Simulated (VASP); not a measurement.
# SiC (P6_3mc) in VASP: single point with PBE

Aim: the single point of SiC with PBE.

Everything below comes from runs of VASP 6.6.1. Logs are shortened: lines on timing, memory, paths and dates and some standing lists are left out, and cuts for length are marked.

## (1) The cell of the first run

The structure is hexagonal, space group P6_3mc (No. 186). The conventional cell has a = 3.077 Å, b = 3.077 Å, c = 15.098 Å, α = 90.00°, β = 90.00°, γ = 120.00°. Si (site symmetry 3m) has 4 C at 1.88 to 1.89 Å within 2.5 Å. Within 2.5 Å of Si (site symmetry 3m) lie 4 C at 1.88 to 1.89 Å. Si (site symmetry 3m) has 4 C at 1.89 Å within 2.5 Å. Within 2.5 Å of C (site symmetry 3m) lie 4 Si at 1.88 to 1.89 Å. C (site symmetry 3m) has 4 Si at 1.88 to 1.89 Å within 2.5 Å. Within 2.5 Å of C (site symmetry 3m) lie 4 Si at 1.89 Å.

## (2) Single point, PBE

Input file INCAR:

```
SYSTEM = SiC
ALGO = Normal ; EDIFF = 1E-7
ENCUT = 520 ; GGA = PE
ISIF = 2 ; ISMEAR = 0
LASPH = .True. ; LCHARG = .True.
LELF = .True. ; LREAL = .False.
LVHAR = .True. ; LWAVE = .False.
NBANDS = 36 ; NELM = 60
PREC = Accurate ; SIGMA = 0.1
```

Input file KPOINTS:

```
k-points
0
Gamma
  6 6 2
  0 0 0
```

Input file POSCAR:

```
SiC
1.0
    3.0766210102      0.0000000000      0.0000000000
   -1.5383105051      2.6644319527      0.0000000000
    0.0000000000      0.0000000000     15.0980843200
Si C
6 6
Direct
    0.3333333300      0.6666666700      0.8329861500
    0.6666666700      0.3333333300      0.3329861500
    0.6666666700      0.3333333300      0.6665006000
    0.3333333300      0.6666666700      0.1665006000
    0.0000000000      0.0000000000      0.4997294200
    0.0000000000      0.0000000000      0.9997294200
    0.0000000000      0.0000000000      0.8743664100
    0.0000000000      0.0000000000      0.3743664100
    0.3333333300      0.6666666700      0.7079967800
    0.6666666700      0.3333333300      0.2079967800
    0.6666666700      0.3333333300      0.5415216400
    0.3333333300      0.6666666700      0.0415216400
```

Potentials or basis: VASP PAW PBE potentials, release 64 (Si, C).

Started as:

```bash
> cat potpaw_PBE.64/Si/POTCAR potpaw_PBE.64/C/POTCAR > POTCAR
> mpirun -np 1 vasp_std > vasp.out
```

OUTCAR:

```text
SYSTEM = SiC
   EDIFF = 1E-7
   ENCUT = 520
   GGA = PE
   ISIF = 2
   ISMEAR = 0
   LASPH = .True.
   LREAL = .False.
   NELM = 60
   PREC = Accurate

 ion  position               nearest neighbor table
   1  0.333  0.667  0.833-   7 1.88   7 1.88   7 1.88   9 1.89   3 3.08   3 3.08   3 3.08   6 3.08
                             6 3.08   6 3.08
   2  0.667  0.333  0.333-   8 1.88   8 1.88   8 1.88  10 1.89   4 3.08   4 3.08   4 3.08   5 3.08
                             5 3.08   5 3.08
   3  0.667  0.333  0.667-   9 1.88   9 1.88   9 1.88  11 1.89   1 3.08   1 3.08   1 3.08   5 3.08
                             5 3.08   5 3.08
   4  0.333  0.667  0.167-  10 1.88  10 1.88  10 1.88  12 1.89   2 3.08   2 3.08   2 3.08   6 3.08
                             6 3.08   6 3.08
   5  0.000  0.000  0.500-  11 1.89  11 1.89  11 1.89   8 1.89   2 3.08   2 3.08   2 3.08   3 3.08
                             3 3.08   3 3.08
   6  0.000  0.000  1.000-  12 1.89  12 1.89  12 1.89   7 1.89   1 3.08   1 3.08   1 3.08   4 3.08
                             4 3.08   4 3.08
   7  0.000  0.000  0.874-   1 1.88   1 1.88   1 1.88   6 1.89
   8  0.000  0.000  0.374-   2 1.88   2 1.88   2 1.88   5 1.89
   9  0.333  0.667  0.708-   3 1.88   3 1.88   3 1.88   1 1.89
  10  0.667  0.333  0.208-   4 1.88   4 1.88   4 1.88   2 1.89
  11  0.667  0.333  0.542-   5 1.89   5 1.89   5 1.89   3 1.89
  12  0.333  0.667  0.042-   6 1.89   6 1.89   6 1.89   4 1.89

  LATTYP: Found a hexagonal cell.
 ALAT       =     3.0766210102
 C/A-ratio  =     4.9073591677

  Lattice vectors:

 A1 = (   3.0766210102,   0.0000000000,   0.0000000000)
 A2 = (  -1.5383105051,   2.6644319527,   0.0000000000)
 A3 = (   0.0000000000,   0.0000000000,  15.0980843200)

Analysis of symmetry for initial positions (statically):
=====================================================================
 Subroutine PRICEL returns:
 Original cell was already a primitive cell.

 Routine SETGRP: Setting up the symmetry group for a
 hexagonal supercell.

 Subroutine GETGRP returns: Found 12 space group operations
 (whereof  6 operations were pure point group operations)
 out of a pool of 24 trial point group operations.

The static configuration has the point symmetry C_3v.
 The point group associated with its full space group is C_6v.

Analysis of symmetry for dynamics (positions and initial velocities):
=====================================================================
 Subroutine PRICEL returns:
 Original cell was already a primitive cell.

 Routine SETGRP: Setting up the symmetry group for a
 hexagonal supercell.

 Subroutine GETGRP returns: Found 12 space group operations
 (whereof  6 operations were pure point group operations)
 out of a pool of 24 trial point group operations.

The dynamic configuration has the point symmetry C_3v.
 The point group associated with its full space group is C_6v.

 Subroutine INISYM returns: Found 12 space group operations
 (whereof  6 operations are pure point group operations),
 and found     1 'primitive' translations

----------------------------------------------------------------------------------------

                                     Primitive cell

  volume of cell :     123.7658

  direct lattice vectors                    reciprocal lattice vectors
     3.076621010  0.000000000  0.000000000     0.325031909  0.187657260  0.000000000
    -1.538310505  2.664431953  0.000000000     0.000000000  0.375314520  0.000000000
     0.000000000  0.000000000 15.098084320     0.000000000  0.000000000  0.066233568

  length of vectors
     3.076621010  3.076621010 15.098084320     0.375314520  0.375314520  0.066233568

  position of ions in fractional coordinates (direct lattice)
     0.333333330  0.666666670  0.832986150
     0.666666670  0.333333330  0.332986150
     0.666666670  0.333333330  0.666500600
     0.333333330  0.666666670  0.166500600
     0.000000000  0.000000000  0.499729420
     0.000000000  0.000000000  0.999729420
     0.000000000  0.000000000  0.874366410
     0.000000000  0.000000000  0.374366410
     0.333333330  0.666666670  0.707996780
     0.666666670  0.333333330  0.207996780
     0.666666670  0.333333330  0.541521640
     0.333333330  0.666666670  0.041521640

  ion indices of the primitive-cell ions
   primitive index   ion index
                 1           1
                 2           2
[... 25 lines left out ...]

  Length of vectors
     0.062552420  0.062552420  0.033116784

  Shift w.r.t. Gamma in fractional coordinates (k-lattice)
     0.000000000  0.000000000  0.000000000

 Subroutine IBZKPT returns following result:
 ===========================================

 Found     14 irreducible k-points:

 Following reciprocal coordinates:
            Coordinates               Weight
  0.000000  0.000000  0.000000      1.000000
  0.166667  0.000000  0.000000      6.000000
  0.333333  0.000000  0.000000      6.000000
  0.500000  0.000000  0.000000      3.000000
  0.166667  0.166667  0.000000      6.000000
  0.333333  0.166667  0.000000     12.000000
  0.333333  0.333333  0.000000      2.000000
  0.000000  0.000000  0.500000      1.000000
  0.166667  0.000000  0.500000      6.000000
  0.333333  0.000000  0.500000      6.000000
  0.500000  0.000000  0.500000      3.000000
  0.166667  0.166667  0.500000      6.000000
  0.333333  0.166667  0.500000     12.000000
  0.333333  0.333333  0.500000      2.000000
   k-points           NKPTS =     14   k-points in BZ     NKDIM =     14   number of bands    NBANDS=     36
   number of dos      NEDOS =    301   number of ions     NIONS =     12
   total plane-waves  NPLWV =  64512
   dimension x,y,z NGX =    24 NGY =   24 NGZ =  112
   dimension x,y,z NGXF=    48 NGYF=   48 NGZF=  224
   ions per type =               6   6
   NGX,Y,Z   is equivalent  to a cutoff of  12.97, 12.97, 12.33 a.u.
   NGXF,Y,Z  is equivalent  to a cutoff of  25.94, 25.94, 24.66 a.u.
 SYSTEM =  SiC
   PREC   = accura    normal or accurate (medium, high low for compatibility)
   ISTART =      0    job   : 0-new  1-cont  2-samecut
   ICHARG =      2    charge: 1-file 2-atom 10-const
   ISPIN  =      1    spin polarized calculation?
   LNONCOLLINEAR =      F non collinear calculations
   LSORBIT =      F    spin-orbit coupling
   LASPH  =      T    aspherical Exc in radial PAW
   ENCUT  =  520.0 eV  38.22 Ry    6.18 a.u.   5.72  5.72 28.07*2*pi/ulx,y,z
   NELM   =     60;   NELMIN=  2; NELMDL= -5     # of ELM steps
   EDIFF  = 0.1E-06   stopping-criterion for ELM
   LREAL  =      F    real-space projection
   EDIFFG = 0.1E-05   stopping-criterion for IOM
   NSW    =      0    number of steps for IOM
   IBRION =     -1    ionic relax: 0-MD 1-quasi-New 2-CG
   NFREE  =      0    steps in history (QN), initial steepest desc. (CG)
   ISIF   =      2    stress and relaxation
   ISYM   =      2    0-nonsym 1-usesym 2-fastsym
   POTIM  = 0.5000    time-step for ionic-motion
   TEBEG  =    0.0;   TEEND  =   0.0 temperature during run
   PSTRESS=    0.0 pullay stress
   NELECT =      48.0000    total number of electrons
   NUPDOWN=      -1.0000    fix difference up-down
   EMIN   =  10.00;   EMAX   =-10.00  energy-range for DOS
   EFERMI =   0.00;   METHOD = LEGACY
   ISMEAR =     0;   SIGMA  =   0.10  broadening in eV -4-tet -1-fermi 0-gaus
   EFERMI_NEDOS =   21; number of points for ismear=-14 and -15
   IALGO  =     38    algorithm
   IMIX   =      4    mixing-type and parameters
     AMIX     =   0.40;   BMIX     =  1.00
     AMIX_MAG =   1.60;   BMIX_MAG =  1.00
  volume/ion in A,a.u.               =      10.31        69.60
  Fermi-wavevector in a.u.,A,eV,Ry     =   1.193865  2.256077 19.392557  1.425313
  Thomas-Fermi vector in A             =   2.329869
   LORBIT       =      0    0 simple, 1 ext, 2 COOP (PROOUT), +10 PAW based schemes
   GGA     = PE    functional components
   LHFCALC =     F    Hartree Fock is set to
   AEXX    =    0.0000 exact exchange contribution
   IVDW    =     0    specifies the selected vdW correction
   LEPSILON=     F    determine dielectric tensor
   LRPA    =     F    only Hartree local field effects (RPA)
 non-spin polarized calculation
 Gauss-broadening in eV      SIGMA  =   0.10
  energy-cutoff  :      520.00
  volume of cell :      123.77
 maximum number of plane-waves:      3356
 NGX is ok and might be reduce to    24
   NGX = 11   NGY = 11   NGZ = 57

 number of electron      47.9999998 magnetization

 Free energy of the ion-electron system (eV)
  ---------------------------------------------------
  ext. energy  EPLUGINS =         0.00000000
  ---------------------------------------------------
  free energy    TOTEN  =       -90.31468488 eV

  energy without entropy =      -90.31468488  energy(sigma->0) =      -90.31468488

 E-fermi :   8.6556     XC(G=0): -11.3670

 val. band max:        8.1920611603   @ k =   0.0000   0.0000   0.0000
 cond. band min:      10.2134467526   @ k =   0.5000   0.0000   0.0000
 fundamental gap:      2.0213855922
 Fermi energy:         8.6556160202

 k-point     1 :       0.0000    0.0000    0.0000
  band No.  band energies     occupation
      1      -7.2908      2.00000
      2      -6.7685      2.00000
      3      -6.7319      2.00000
      4      -5.2346      2.00000
      5      -5.2050      2.00000
      6      -3.7133      2.00000
[... 535 lines left out ...]
     35      17.5070      0.00000
     36      17.5070      0.00000

------------------------ aborting loop because EDIFF is reached ----------------------------------------

  FORCE on cell =-STRESS in cart. coord.  units (eV):
  Direction    XX          YY          ZZ          XY          YZ          ZX
  --------------------------------------------------------------------------------------
  -------------------------------------------------------------------------------------
  Total        3.0539058      3.0539058      2.8642878      0.0000000      0.0000000      0.0000000
  in kB       39.5335425     39.5335425     37.0788925      0.0000000      0.0000000      0.0000000
  external PRESSURE =      38.7153258 kB  Pullay stress =       0.0000000 kB

 VOLUME and BASIS-vectors are now :
 -----------------------------------------------------------------------------
  energy-cutoff  :      520.00
  volume of cell :      123.77
      direct lattice vectors                 reciprocal lattice vectors
     3.076621010  0.000000000  0.000000000     0.325031909  0.187657260  0.000000000
    -1.538310505  2.664431953  0.000000000     0.000000000  0.375314520  0.000000000
     0.000000000  0.000000000 15.098084320     0.000000000  0.000000000  0.066233568

 POSITION                                       TOTAL-FORCE (eV/Angst)
 -----------------------------------------------------------------------------------
     -0.00000      1.77629     12.57650         0.000000     -0.000000      0.006533
      1.53831      0.88814      5.02745         0.000000      0.000000      0.006533
      1.53831      0.88814     10.06288        -0.000000      0.000000      0.005018
     -0.00000      1.77629      2.51384         0.000000     -0.000000      0.005018
      0.00000      0.00000      7.54496         0.000000      0.000000     -0.003150
      0.00000      0.00000     15.09400         0.000000     -0.000000     -0.003150
      0.00000      0.00000     13.20126         0.000000      0.000000      0.000421
      0.00000      0.00000      5.65222         0.000000     -0.000000      0.000421
     -0.00000      1.77629     10.68940        -0.000000      0.000000     -0.003735
      1.53831      0.88814      3.14035         0.000000      0.000000     -0.003735
      1.53831      0.88814      8.17594        -0.000000      0.000000     -0.005089
     -0.00000      1.77629      0.62690         0.000000     -0.000000     -0.005089
 -----------------------------------------------------------------------------------
    total drift:                               -0.000000     -0.000000      0.000151

  FREE ENERGIE OF THE ION-ELECTRON SYSTEM (eV)
  ---------------------------------------------------
  free  energy   TOTEN  =       -90.3146848773 eV

  energy  without entropy=      -90.3146848773  energy(sigma->0) =      -90.31468488
```

It took 45 s on 1 thread of Intel Xeon Platinum 8488C (Sapphire Rapids), shared host; peak memory 0.24 GiB.

Results:

| Item | Value |
| --- | --- |
| Free energy | -90.3147 eV |
| Pressure | 3.9 GPa |
| Largest force | 0.007 eV/Å |
| Band gap on the k mesh | 2.02 eV, indirect (least direct gap 3.12 eV) |

Forces in eV/Å, atoms in the order of the input:
```
Si   0.000  0.000  0.007
Si   0.000  0.000  0.007
Si   0.000  0.000  0.005
Si   0.000  0.000  0.005
Si   0.000  0.000 -0.003
Si   0.000  0.000 -0.003
C    0.000  0.000  0.000
C    0.000  0.000  0.000
C    0.000  0.000 -0.004
C    0.000  0.000 -0.004
C    0.000  0.000 -0.005
C    0.000  0.000 -0.005
```

Stress tensor (GPa, compression positive):
```
3.95 0.00 0.00
0.00 3.95 0.00
0.00 0.00 3.71
```
